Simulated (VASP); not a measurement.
# Mo (Im-3m) in VASP: further runs

Mo is run at these levels: PBEsol; tasks: single point, relaxation of cell and atoms.

Program: VASP 6.6.1. These are calculated values, not measurements. Logs are shortened: lines on timing, memory, paths and dates and some standing lists are left out, and cuts for length are marked.

### Step 1. The cell of the first run

The structure is cubic, space group Im-3m (No. 229). Conventional cell: a = 3.130 Å, b = 3.130 Å, c = 3.130 Å, α = 90.00°, β = 90.00°, γ = 90.00°. Mo (site symmetry m-3m) has 14 Mo at 2.71 to 3.13 Å within 3.6 Å.

### Step 2. Single point, PBEsol

The input, INCAR:

```
SYSTEM = Mo
ALGO = Normal ; EDIFF = 1E-6
ENCUT = 520 ; GGA = PS
ISIF = 2 ; ISMEAR = -1
LASPH = .True. ; LCHARG = .False.
LREAL = .False. ; LWAVE = .False.
NBANDS = 13 ; NELM = 100
PREC = Accurate ; SIGMA = 0.02
```

The input, KPOINTS:

```
k-points
0
Gamma
  11 11 11
  0 0 0
```

The input, POSCAR:

```
Mo
1.0
    2.7105602146     -0.0000000150     -0.0000000260
   -0.9035200574      2.5555406831     -0.0000000260
   -0.9035200574     -1.2777703040      2.2131631736
Mo
1
Direct
    0.0000000000      0.0000000000      0.0000000000
```

Potentials or basis: VASP PAW PBE potentials, release 64 (Mo_sv).

On the command line:

```sh
$ cat potpaw_PBE.64/Mo_sv/POTCAR > POTCAR
$ mpirun -np 1 vasp_std > vasp.out
```

OUTCAR:

```text
SYSTEM = Mo
   EDIFF = 1E-6
   ENCUT = 520
   GGA = PS
   ISIF = 2
   ISMEAR = -1
   LASPH = .True.
   LREAL = .False.
   NELM = 100
   PREC = Accurate

 ion  position               nearest neighbor table
   1  0.000  0.000  0.000-

  LATTYP: Found a body centered cubic cell.
 ALAT       =     3.1298853391

  Lattice vectors:

 A1 = (   2.7105602146,  -0.0000000150,  -0.0000000260)
 A2 = (  -0.9035200574,   2.5555406831,  -0.0000000260)
 A3 = (  -0.9035200574,  -1.2777703040,   2.2131631736)

Analysis of symmetry for initial positions (statically):
=====================================================================
 Subroutine PRICEL returns:
 Original cell was already a primitive cell.

 Routine SETGRP: Setting up the symmetry group for a
 body centered cubic supercell.

 Subroutine GETGRP returns: Found 48 space group operations
 (whereof 48 operations were pure point group operations)
 out of a pool of 48 trial point group operations.

The static configuration has the point symmetry O_h .

Analysis of symmetry for dynamics (positions and initial velocities):
=====================================================================
 Subroutine PRICEL returns:
 Original cell was already a primitive cell.

 Routine SETGRP: Setting up the symmetry group for a
 body centered cubic supercell.

 Subroutine GETGRP returns: Found 48 space group operations
 (whereof 48 operations were pure point group operations)
 out of a pool of 48 trial point group operations.

The dynamic configuration has the point symmetry O_h .

 Subroutine INISYM returns: Found 48 space group operations
 (whereof 48 operations are pure point group operations),
 and found     1 'primitive' translations

----------------------------------------------------------------------------------------

                                     Primitive cell

  volume of cell :      15.3305

  direct lattice vectors                    reciprocal lattice vectors
     2.710560215 -0.000000015 -0.000000026     0.368927428  0.130435543  0.225920980
    -0.903520057  2.555540683 -0.000000026     0.000000004  0.391306629  0.225920980
    -0.903520057 -1.277770304  2.213163174     0.000000004  0.000000006  0.451841972

  length of vectors
     2.710560215  2.710560215  2.710560215     0.451841972  0.451841972  0.451841972

  position of ions in fractional coordinates (direct lattice)
     0.000000000  0.000000000  0.000000000

  ion indices of the primitive-cell ions
[... 75 lines left out ...]
   LREAL  =      F    real-space projection
   EDIFFG = 0.1E-04   stopping-criterion for IOM
   NSW    =      0    number of steps for IOM
   IBRION =     -1    ionic relax: 0-MD 1-quasi-New 2-CG
   NFREE  =      0    steps in history (QN), initial steepest desc. (CG)
   ISIF   =      2    stress and relaxation
   ISYM   =      2    0-nonsym 1-usesym 2-fastsym
   POTIM  = 0.5000    time-step for ionic-motion
   TEBEG  =    0.0;   TEEND  =   0.0 temperature during run
   PSTRESS=    0.0 pullay stress
   NELECT =      14.0000    total number of electrons
   NUPDOWN=      -1.0000    fix difference up-down
   EMIN   =  10.00;   EMAX   =-10.00  energy-range for DOS
   EFERMI =   0.00;   METHOD = LEGACY
   ISMEAR =    -1;   SIGMA  =   0.02  broadening in eV -4-tet -1-fermi 0-gaus
   EFERMI_NEDOS =   21; number of points for ismear=-14 and -15
   IALGO  =     38    algorithm
   IMIX   =      4    mixing-type and parameters
     AMIX     =   0.40;   BMIX     =  1.00
     AMIX_MAG =   1.60;   BMIX_MAG =  1.00
  volume/ion in A,a.u.               =      15.33       103.46
  Fermi-wavevector in a.u.,A,eV,Ry     =   1.588300  3.001451 34.323356  2.522695
  Thomas-Fermi vector in A             =   2.687324
   LORBIT       =      0    0 simple, 1 ext, 2 COOP (PROOUT), +10 PAW based schemes
   GGA     = PS    functional components
   LHFCALC =     F    Hartree Fock is set to
   AEXX    =    0.0000 exact exchange contribution
   IVDW    =     0    specifies the selected vdW correction
   LEPSILON=     F    determine dielectric tensor
   LRPA    =     F    only Hartree local field effects (RPA)
 non-spin polarized calculation
  energy-cutoff  :      520.00
  volume of cell :       15.33
 maximum number of plane-waves:       423
   NGX =  9   NGY =  9   NGZ =  9

 number of electron      13.9999998 magnetization

 Free energy of the ion-electron system (eV)
  ---------------------------------------------------
  ext. energy  EPLUGINS =         0.00000000
  ---------------------------------------------------
  free energy    TOTEN  =       -11.75294607 eV

  energy without entropy =      -11.75087055  energy(sigma->0) =      -11.75190831

 E-fermi :  12.6864     XC(G=0): -13.6371

 val. band max:       12.6720587861   @ k =   0.3636   0.0909   0.0000
 cond. band min:      12.6882635352   @ k =  -0.3636   0.4545   0.2727
 fundamental gap:      0.0162047491
 Fermi energy:        12.6863880892

 k-point     1 :       0.0000    0.0000    0.0000
  band No.  band energies     occupation
      1     -48.4030      2.00000
      2     -21.6444      2.00000
      3     -21.6444      2.00000
      4     -21.6444      2.00000
      5       5.4312      2.00000
      6      11.3838      2.00000
      7      11.3838      2.00000
      8      11.3838      2.00000
      9      14.4696      0.00000
     10      14.4696      0.00000
     11      27.6158      0.00000
     12      27.6158      0.00000
     13      27.6158      0.00000
[... 354 lines left out ...]
  band No.  band energies     occupation
      1     -48.0988      2.00000
      2     -22.8847      2.00000
      3     -22.3271      2.00000
      4     -21.8950      2.00000
      5       8.7072      2.00000
      6       9.4892      2.00000
      7      11.8356      2.00000
      8      14.8641      0.00000
      9      15.2644      0.00000
     10      21.1531      0.00000
     11      23.3293      0.00000
     12      25.6301      0.00000
     13      27.7046      0.00000

 [... further k-points ...]
[... 5 lines left out ...]
  --------------------------------------------------------------------------------------
  -------------------------------------------------------------------------------------
  Total        0.0490867      0.0490867      0.0490867     -0.0000000      0.0000000     -0.0000000
  in kB        5.1300254      5.1300254      5.1300254     -0.0000000      0.0000000     -0.0000000
  external PRESSURE =       5.1300254 kB  Pullay stress =       0.0000000 kB

 VOLUME and BASIS-vectors are now :
 -----------------------------------------------------------------------------
  energy-cutoff  :      520.00
  volume of cell :       15.33
      direct lattice vectors                 reciprocal lattice vectors
     2.710560215 -0.000000015 -0.000000026     0.368927428  0.130435543  0.225920980
    -0.903520057  2.555540683 -0.000000026     0.000000004  0.391306629  0.225920980
    -0.903520057 -1.277770304  2.213163174     0.000000004  0.000000006  0.451841972

 POSITION                                       TOTAL-FORCE (eV/Angst)
 -----------------------------------------------------------------------------------
      0.00000      0.00000      0.00000         0.000000     -0.000000      0.000000
 -----------------------------------------------------------------------------------
    total drift:                                0.000000      0.000000      0.000000

  FREE ENERGIE OF THE ION-ELECTRON SYSTEM (eV)
  ---------------------------------------------------
  free  energy   TOTEN  =       -11.7529460732 eV

  energy  without entropy=      -11.7508705530  energy(sigma->0) =      -11.75190831
```

OSZICAR:

```text
N       E                     dE             d eps       ncg     rms          rms(c)
DAV:   1     0.926284504364E+02    0.92628E+02   -0.81491E+03  1469   0.111E+03
DAV:   2    -0.113362359579E+02   -0.10396E+03   -0.10023E+03  1706   0.312E+02
DAV:   3    -0.125078453621E+02   -0.11716E+01   -0.11688E+01  1621   0.330E+01
DAV:   4    -0.125103360113E+02   -0.24906E-02   -0.24906E-02  1681   0.187E+00
DAV:   5    -0.125103522078E+02   -0.16197E-04   -0.16197E-04  1621   0.132E-01    0.166E+01
DAV:   6    -0.118561392550E+02    0.65421E+00   -0.76813E-01  1511   0.108E+01    0.456E+00
DAV:   7    -0.117581242213E+02    0.98015E-01   -0.16454E-01  1581   0.473E+00    0.993E-01
DAV:   8    -0.117533386840E+02    0.47855E-02   -0.56059E-03  1501   0.968E-01    0.238E-01
DAV:   9    -0.117529443976E+02    0.39429E-03   -0.35378E-04  1611   0.226E-01    0.564E-02
DAV:  10    -0.117529457493E+02   -0.13517E-05   -0.18762E-05  1551   0.519E-02    0.305E-03
DAV:  11    -0.117529460732E+02   -0.32395E-06   -0.31615E-07   923   0.741E-03
   1 F= -.11752946E+02 E0= -.11751908E+02  d E =-.207552E-02
```

Run time: 6.6 s. Hardware: 1 thread of Intel Xeon Platinum 8259CL at 2.50GHz (Skylake/Cascade Lake), shared host; peak memory 0.13 GiB.

What came out:

- Free energy: -11.7529 eV
- Pressure: 0.5 GPa
- Band gap on the k mesh: zero (band 7 reaches 16.38 eV, above the bottom of band 8 at 11.38 eV)

Caveat: the PAW data sets were made with another functional, which shifts forces and pressure a little.

### Step 3. Relaxation of cell and atoms, PBEsol

This run uses another cell than the first one, of 15.58 Å³/atom, 1.016 times its volume.

The input, INCAR:

```
ALGO = Normal
EDIFF = 1E-6
EDIFFG = -0.03
ENCUT = 600
GGA = PS
IBRION = 2
ISIF = 3
ISMEAR = -1
LASPH = T
LCHARG = F
LREAL = F
LWAVE = F
NELM = 100
NSW = 80
PREC = Accurate
SIGMA = 0.02
```

The input, KPOINTS:

```
k-points
0
Gamma
  11 11 11
```

The input, POSCAR:

```
Mo
1.0
    2.7252350213     -0.0000000151     -0.0000000261
   -0.9084116596      2.5693762236     -0.0000000261
   -0.9084116596     -1.2846880741      2.2251451033
Mo
1
Direct
    0.0000000000      0.0000000000      0.0000000000
```

Potentials or basis: VASP PAW PBE potentials, release 64 (Mo_sv).

On the command line:

```sh
$ cat potpaw_PBE.64/Mo_sv/POTCAR > POTCAR
$ mpirun -np 1 vasp_std > vasp.out
```

Wall time 15 s (1 thread of Intel Xeon Platinum 8259CL at 2.50GHz (Skylake/Cascade Lake), shared host); peak memory 0.15 GiB.

It converged, with:

| Property | Result |
| --- | --- |
| Free energy | -11.7534 eV |
| Relaxed volume | 15.36 Å³/atom |
| Relaxed cell | a = 2.712 Å, b = 2.712 Å, c = 2.712 Å, α = 109.47°, β = 109.47°, γ = 109.47° |
| Space group after relaxing (to 0.05 Å) | Im-3m (No. 229) |
| Energy gained by relaxing | 2.7 meV/atom |
| Ionic steps | 3 |
| Pressure after relaxing | -0.1 GPa |
| Band gap on the k mesh | zero (band 7 reaches 16.34 eV, above the bottom of band 8 at 11.36 eV) |

Step by step:
```csv
step,energy change (eV),largest force (eV/Å),pressure (GPa),volume (Å³)
1,0.0000,0.0000,-3.82,15.58
2,0.0182,0.0000,11.61,14.76
3,-0.0027,0.0000,-0.13,15.36
```

Final structure:
```xyz
1
Lattice="2.7122 0.0000 0.0000 -0.9041 2.5571 0.0000 -0.9041 -1.2785 2.2145" Properties=species:S:1:pos:R:3 pbc="T T T"
Mo    0.0000    0.0000    0.0000
```

Levels at points of the mesh, in eV from the Fermi level:
```csv
k point,band 4,band 5,band 6,band 7,band 8,band 9,band 10,band 11
"(0.00, 0.00, 0.00)",-34.33,-7.25,-1.30,-1.30,-1.30,1.78,1.78,14.93
```

Caveat: the PAW data sets were made with another functional, which shifts forces and pressure a little.
